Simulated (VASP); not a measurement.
Set up this calculation in VASP 6.6.1, as the native input.

| Item | Value |
| --- | --- |
| Task | single point |
| Functional | PBEsol |
| Potentials or basis | VASP PAW PBE potentials, release 64 (Li_sv, Mg, B, N) |
| Cutoff | 520 eV |
| k mesh | 8 × 8 × 8 |
| Occupations | gaussian, width 0.05 eV |
| Spin | no spin polarisation |
| Dipole correction | no |
| Further INCAR settings | ALGO = Normal; EDIFF = 1e-07; NBANDS = 17 |

The structure of LiMgBN2 lies in POSCAR:

```
LiMgBN2
1.0
   -1.8441306648      1.8441306648      4.3180788837
    1.8441306648     -1.8441306648      4.3180788837
    1.8441306648      1.8441306648     -4.3180788837
Li Mg B N
1 1 1 2
Direct
    0.2500000000      0.7500000000      0.5000000000
    0.7500000000      0.2500000000      0.5000000000
    0.5000000000      0.5000000000      0.0000000000
    0.6608378126      0.6608378126      0.0000000000
    0.3391621874      0.3391621874      0.0000000000
```

This cell differs from its parent crystal: atoms shifted along a free coordinate.

The input as run:

INCAR

```
SYSTEM = LiMgBN2
PREC = Accurate
ENCUT = 520
EDIFF = 1E-7
ISMEAR = 0
SIGMA = 0.05
LREAL = .FALSE.
LASPH = .TRUE.
NELM = 100
ALGO = Normal
ISIF = 2
LWAVE = .FALSE.
LCHARG = .FALSE.
GGA = PS
NBANDS = 17
```

KPOINTS

```
Automatic mesh
0
G
  8 8 8
  0 0 0
```

Potentials or basis: VASP PAW PBE potentials, release 64 (Li_sv, Mg, B, N).

Launch:

```console
$ cat potpaw_PBE.64/Li_sv/POTCAR potpaw_PBE.64/Mg/POTCAR potpaw_PBE.64/B/POTCAR potpaw_PBE.64/N/POTCAR > POTCAR
$ mpirun -np 1 vasp_std > vasp.out
```

It gave:

```yaml
Largest_force: 3.192 eV/Å
Band_gap_on_the_k_mesh: 2.52 eV (least direct gap 3.76 eV)
```

Caveat: the cell differs from its parent crystal (atoms shifted along a free coordinate); the PAW data sets were made with another functional, which shifts forces and pressure a little.

It took 2.2 min on 1 thread of Intel Xeon 8259CL, on a shared host, peak memory 0.28 GiB.
